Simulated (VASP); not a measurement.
# Sc2InSb3 (C2/m) in VASP: further runs

The runs below take Sc2InSb3 through single point, relaxation of cell and atoms, with PBE.

All numbers are computed with VASP 6.6.1; they aren't measurements. Logs are shortened: lines on timing, memory, paths and dates and some standing lists are left out, and cuts for length are marked.

### 1 The cell of the first run

Symmetry: C2/m, No. 12, monoclinic system. Conventional cell: a = 6.750 Å, b = 11.682 Å, c = 4.305 Å, α = 90.00°, β = 90.07°, γ = 90.00°. Sc (site symmetry 2) has 6 Sb at 2.90 to 2.91 Å and 3 Sc at 3.89 to 3.90 Å and 3 In at 3.90 Å within 3.9 Å. Within 5.1 Å of In (site symmetry 2/m) lie 6 Sc at 3.90 Å and 12 Sb at 4.00 to 4.01 Å and 2 In at 4.31 Å. Within 3.8 Å of Sb (site symmetry 2/m) lie 4 Sc at 2.90 Å and 4 Sb at 3.37 Å. Within 3.8 Å of Sb (site symmetry -1) lie 4 Sc at 2.90 to 2.91 Å and 4 Sb at 3.37 Å.

The cell was generated, and may not be a known phase.

### 2 Single point, PBE

The input, INCAR:

```
PREC = Accurate
ENCUT = 520
EDIFF = 1E-6
ISMEAR = 0
SIGMA = 0.2
LREAL = F
LASPH = T
NELM = 60
ALGO = Normal
ISIF = 2
LWAVE = F
LCHARG = T
GGA = PE
LELF = T
LVHAR = T
NBANDS = 34
```

The input, KPOINTS:

```
Automatic mesh
0
Gamma
  3 3 4
```

The input, POSCAR:

```
Sc2InSb3
1.0
    3.3748851772     -5.8411097679      0.0075508933
    3.3748851772      5.8411097679      0.0075508933
   -0.0151036528      0.0000000000      4.3052336762
Sc In Sb
2 1 3
Direct
    0.6665671280      0.3334328720      0.0000000000
    0.3334328720      0.6665671280      0.0000000000
    0.0000000000      0.0000000000      0.0000000000
    0.5000000000      0.5000000000      0.5000000000
    0.0000000000      0.5000000000      0.5000000000
    0.5000000000      0.0000000000      0.5000000000
```

Potentials or basis: VASP PAW PBE potentials, release 64 (Sc_sv, In_d, Sb).

Run with:

```
> cat potpaw_PBE.64/Sc_sv/POTCAR potpaw_PBE.64/In_d/POTCAR potpaw_PBE.64/Sb/POTCAR > POTCAR
> mpirun -np 1 vasp_std > vasp.out
```

OUTCAR:

```text
PREC = Accurate
   ENCUT = 520
   EDIFF = 1E-6
   ISMEAR = 0
   LREAL = F
   LASPH = T
   NELM = 60
   ISIF = 2
   GGA = PE

 ion  position               nearest neighbor table
   1  0.667  0.333  0.000-   4 2.90   4 2.90   5 2.90   6 2.90   5 2.91   6 2.91
   2  0.333  0.667  0.000-   4 2.90   4 2.90   6 2.90   5 2.90   5 2.91   6 2.91
   3  0.000  0.000  0.000-
   4  0.500  0.500  0.500-   1 2.90   2 2.90   1 2.90   2 2.90   5 3.37   6 3.37   6 3.37   5 3.37

   5  0.000  0.500  0.500-   2 2.90   1 2.90   1 2.91   2 2.91   4 3.37   4 3.37   6 3.37   6 3.37

   6  0.500  0.000  0.500-   1 2.90   2 2.90   1 2.91   2 2.91   4 3.37   4 3.37   5 3.37   5 3.37

  LATTYP: Found a base centered monoclinic cell.
 ALAT       =     6.7497872486
 B/A-ratio  =     1.7307537416
 C/A-ratio  =     0.6378364252
 COS(beta)  =    -0.0012708186

  Lattice vectors:

 A1 = (   3.3748851772,  -5.8411097679,   0.0075508933)
 A2 = (   3.3748851772,   5.8411097679,   0.0075508933)
 A3 = (  -0.0151036528,   0.0000000000,   4.3052336762)

Analysis of symmetry for initial positions (statically):
=====================================================================
 Subroutine PRICEL returns:
 Original cell was already a primitive cell.

 Routine SETGRP: Setting up the symmetry group for a
 base centered monoclinic supercell.

 Subroutine GETGRP returns: Found  4 space group operations
 (whereof  4 operations were pure point group operations)
 out of a pool of  4 trial point group operations.

The static configuration has the point symmetry C_2h.

Analysis of symmetry for dynamics (positions and initial velocities):
=====================================================================
 Subroutine PRICEL returns:
 Original cell was already a primitive cell.

 Routine SETGRP: Setting up the symmetry group for a
 base centered monoclinic supercell.

 Subroutine GETGRP returns: Found  4 space group operations
 (whereof  4 operations were pure point group operations)
 out of a pool of  4 trial point group operations.

The dynamic configuration has the point symmetry C_2h.

 Subroutine INISYM returns: Found  4 space group operations
 (whereof  4 operations are pure point group operations),
 and found     1 'primitive' translations

----------------------------------------------------------------------------------------

                                     Primitive cell

  volume of cell :     169.7401

  direct lattice vectors                    reciprocal lattice vectors
     3.374885177 -5.841109768  0.007550893     0.148152026 -0.085600172  0.000519748
     3.374885177  5.841109768  0.007550893     0.148152026  0.085600172  0.000519748
    -0.015103653  0.000000000  4.305233676    -0.000519684  0.000000000  0.232273606

  length of vectors
     6.745996613  6.745996613  4.305260169     0.171104302  0.171104302  0.232274187

  position of ions in fractional coordinates (direct lattice)
     0.666567128  0.333432872  0.000000000
     0.333432872  0.666567128  0.000000000
     0.000000000  0.000000000  0.000000000
     0.500000000  0.500000000  0.500000000
     0.000000000  0.500000000  0.500000000
     0.500000000  0.000000000  0.500000000

  ion indices of the primitive-cell ions
   primitive index   ion index
                 1           1
                 2           2
                 3           3
                 4           4
                 5           5
                 6           6

----------------------------------------------------------------------------------------

 KPOINTS: Automatic mesh

Automatic generation of k-mesh.
 Grid dimensions read from file:
 generate k-points for:    3    3    4

 Generating k-lattice:

  Cartesian coordinates                     Fractional coordinates (reciprocal lattice)
     0.049384009 -0.028533391  0.000173249     0.333333333  0.000000000  0.000000000
     0.049384009  0.028533391  0.000173249     0.000000000  0.333333333  0.000000000
    -0.000129921  0.000000000  0.058068402     0.000000000  0.000000000  0.250000000

  Length of vectors
     0.057034767  0.057034767  0.058068547

  Shift w.r.t. Gamma in fractional coordinates (k-lattice)
     0.000000000  0.000000000  0.000000000

 Subroutine IBZKPT returns following result:
 ===========================================

 Found     14 irreducible k-points:

 Following reciprocal coordinates:
            Coordinates               Weight
  0.000000  0.000000  0.000000      1.000000
  0.333333  0.000000 -0.000000      4.000000
  0.333333  0.333333 -0.000000      2.000000
 -0.333333  0.333333  0.000000      2.000000
 -0.000000 -0.000000  0.250000      2.000000
  0.333333  0.000000  0.250000      4.000000
 -0.333333 -0.000000  0.250000      4.000000
  0.333333  0.333333  0.250000      2.000000
 -0.333333  0.333333  0.250000      4.000000
 -0.333333 -0.333333  0.250000      2.000000
 -0.000000 -0.000000  0.500000      1.000000
  0.333333  0.000000  0.500000      4.000000
  0.333333  0.333333  0.500000      2.000000
 -0.333333  0.333333  0.500000      2.000000
   k-points           NKPTS =     14   k-points in BZ     NKDIM =     14   number of bands    NBANDS=     34
   number of dos      NEDOS =    301   number of ions     NIONS =      6
   total plane-waves  NPLWV =  80000
   dimension x,y,z NGX =    50 NGY =   50 NGZ =   32
   dimension x,y,z NGXF=   100 NGYF=  100 NGZF=   64
   ions per type =               2   1   3
   NGX,Y,Z   is equivalent  to a cutoff of  12.32, 12.32, 12.36 a.u.
   NGXF,Y,Z  is equivalent  to a cutoff of  24.64, 24.64, 24.71 a.u.
 SYSTEM =  unknown system
   PREC   = accura    normal or accurate (medium, high low for compatibility)
   ISTART =      0    job   : 0-new  1-cont  2-samecut
   ICHARG =      2    charge: 1-file 2-atom 10-const
   ISPIN  =      1    spin polarized calculation?
   LNONCOLLINEAR =      F non collinear calculations
   LSORBIT =      F    spin-orbit coupling
   LASPH  =      T    aspherical Exc in radial PAW
   ENCUT  =  520.0 eV  38.22 Ry    6.18 a.u.  12.54 12.54  8.00*2*pi/ulx,y,z
   NELM   =     60;   NELMIN=  2; NELMDL= -5     # of ELM steps
   EDIFF  = 0.1E-05   stopping-criterion for ELM
   LREAL  =      F    real-space projection
   EDIFFG = 0.1E-04   stopping-criterion for IOM
   NSW    =      0    number of steps for IOM
   IBRION =     -1    ionic relax: 0-MD 1-quasi-New 2-CG
   NFREE  =      0    steps in history (QN), initial steepest desc. (CG)
   ISIF   =      2    stress and relaxation
   ISYM   =      2    0-nonsym 1-usesym 2-fastsym
   POTIM  = 0.5000    time-step for ionic-motion
   TEBEG  =    0.0;   TEEND  =   0.0 temperature during run
   PSTRESS=    0.0 pullay stress
   NELECT =      50.0000    total number of electrons
   NUPDOWN=      -1.0000    fix difference up-down
   EMIN   =  10.00;   EMAX   =-10.00  energy-range for DOS
   EFERMI =   0.00;   METHOD = LEGACY
   ISMEAR =     0;   SIGMA  =   0.20  broadening in eV -4-tet -1-fermi 0-gaus
   EFERMI_NEDOS =   21; number of points for ismear=-14 and -15
   IALGO  =     38    algorithm
   IMIX   =      4    mixing-type and parameters
     AMIX     =   0.40;   BMIX     =  1.00
     AMIX_MAG =   1.60;   BMIX_MAG =  1.00
  volume/ion in A,a.u.               =      28.29       190.91
  Fermi-wavevector in a.u.,A,eV,Ry     =   1.089273  2.058427 16.143520  1.186515
  Thomas-Fermi vector in A             =   2.225472
   LORBIT       =      0    0 simple, 1 ext, 2 COOP (PROOUT), +10 PAW based schemes
   GGA     = PE    functional components
   LHFCALC =     F    Hartree Fock is set to
   AEXX    =    0.0000 exact exchange contribution
   IVDW    =     0    specifies the selected vdW correction
   LEPSILON=     F    determine dielectric tensor
   LRPA    =     F    only Hartree local field effects (RPA)
 non-spin polarized calculation
 Gauss-broadening in eV      SIGMA  =   0.20
  energy-cutoff  :      520.00
  volume of cell :      169.74
 maximum number of plane-waves:      4624
 NGX is ok and might be reduce to    50
   NGX = 25   NGY = 25   NGZ = 17

 number of electron      50.0000010 magnetization

 Free energy of the ion-electron system (eV)
  ---------------------------------------------------
  ext. energy  EPLUGINS =         0.00000000
  ---------------------------------------------------
  free energy    TOTEN  =       -30.05841647 eV

  energy without entropy =      -30.01453746  energy(sigma->0) =      -30.03647696

 E-fermi :   5.8688     XC(G=0):  -9.5678

 val. band max:        5.7663481456   @ k =  -0.0000  -0.0000   0.2500
 cond. band min:       5.9144711668   @ k =  -0.0000  -0.0000   0.5000
 fundamental gap:      0.1481230213
 Fermi energy:         5.8688040215

 k-point     1 :       0.0000    0.0000    0.0000
  band No.  band energies     occupation
      1     -43.8518      2.00000
      2     -43.8488      2.00000
      3     -22.5401      2.00000
      4     -22.5400      2.00000
      5     -22.5123      2.00000
      6     -22.5118      2.00000
[... 26 lines left out ...]
     33       9.3829      0.00000
     34       9.3874      0.00000

 k-point     2 :       0.3333    0.0000   -0.0000
  band No.  band energies     occupation
      1     -43.8512      2.00000
      2     -43.8494      2.00000
      3     -22.5414      2.00000
      4     -22.5351      2.00000
      5     -22.5173      2.00000
      6     -22.5106      2.00000
[... 26 lines left out ...]
     33       8.5524      0.00000
     34       8.9514      0.00000

 k-point     3 :       0.3333    0.3333   -0.0000
  band No.  band energies     occupation
      1     -43.8503      2.00000
      2     -43.8503      2.00000
      3     -22.5428      2.00000
      4     -22.5262      2.00000
      5     -22.5260      2.00000
      6     -22.5094      2.00000
[... 26 lines left out ...]
     33       8.2740      0.00000
     34       8.6274      0.00000
[... 334 lines left out ...]
 k-point    13 :       0.3333    0.3333    0.5000
  band No.  band energies     occupation
      1     -43.8495      2.00000
      2     -43.8494      2.00000
      3     -22.5399      2.00000
      4     -22.5227      2.00000
      5     -22.5225      2.00000
      6     -22.5180      2.00000
[... 26 lines left out ...]
     33       7.9785      0.00000
     34       9.0681      0.00000

 k-point    14 :      -0.3333    0.3333    0.5000
  band No.  band energies     occupation
      1     -43.8505      2.00000
      2     -43.8484      2.00000
      3     -22.5389      2.00000
      4     -22.5320      2.00000
      5     -22.5212      2.00000
      6     -22.5147      2.00000
[... 26 lines left out ...]
     33       7.8342      0.00000
     34       8.7982      0.00000

------------------------ aborting loop because EDIFF is reached ----------------------------------------

  FORCE on cell =-STRESS in cart. coord.  units (eV):
  Direction    XX          YY          ZZ          XY          YZ          ZX
  --------------------------------------------------------------------------------------
  -------------------------------------------------------------------------------------
  Total       -0.0815540     -0.0228716      0.7419727      0.0000000      0.0000000      0.0476658
  in kB       -0.7697888     -0.2158847      7.0034815      0.0000000      0.0000000      0.4499179
  external PRESSURE =       2.0059360 kB  Pullay stress =       0.0000000 kB

 VOLUME and BASIS-vectors are now :
 -----------------------------------------------------------------------------
  energy-cutoff  :      520.00
  volume of cell :      169.74
      direct lattice vectors                 reciprocal lattice vectors
     3.374885177 -5.841109768  0.007550893     0.148152026 -0.085600172  0.000519748
     3.374885177  5.841109768  0.007550893     0.148152026  0.085600172  0.000519748
    -0.015103653  0.000000000  4.305233676    -0.000519684  0.000000000  0.232273606

 POSITION                                       TOTAL-FORCE (eV/Angst)
 -----------------------------------------------------------------------------------
      3.37489     -1.94587      0.00755         0.000000     -0.010822      0.000000
      3.37489      1.94587      0.00755         0.000000      0.010822     -0.000000
      0.00000      0.00000      0.00000        -0.000000      0.000000     -0.000000
      3.36733      0.00000      2.16017        -0.000000      0.000000     -0.000000
      1.67989      2.92055      2.15639        -0.000000      0.000000     -0.000000
      1.67989     -2.92055      2.15639        -0.000000     -0.000000     -0.000000
 -----------------------------------------------------------------------------------
    total drift:                               -0.000000     -0.000000      0.000000

  FREE ENERGIE OF THE ION-ELECTRON SYSTEM (eV)
  ---------------------------------------------------
  free  energy   TOTEN  =       -30.0584164694 eV

  energy  without entropy=      -30.0145374572  energy(sigma->0) =      -30.03647696
```

Wall time 78 s (1 thread of Oxide Virtual Turin-like, shared host); peak memory 0.27 GiB.

Results:

- Free energy: -30.0584 eV
- Pressure: 0.2 GPa
- Largest force: 0.011 eV/Å
- Band gap on the k mesh: zero (bands 25 and 26 overlap by 1.56 eV)

Forces on the atoms (eV/Å):
```
Sc   0.000 -0.011  0.000
Sc   0.000  0.011  0.000
In   0.000  0.000  0.000
Sb   0.000  0.000  0.000
Sb   0.000  0.000  0.000
Sb   0.000  0.000  0.000
```

Caveat: the k points lie up to 0.36 Å⁻¹ apart, too coarse for converged energies and pressures of a metal; spin-orbit coupling is left out, which moves the levels of the heavy elements.

(Part 1 of 2 ends here.)

The gap in the log of VASP goes by the Fermi energy; the results here count the filled bands.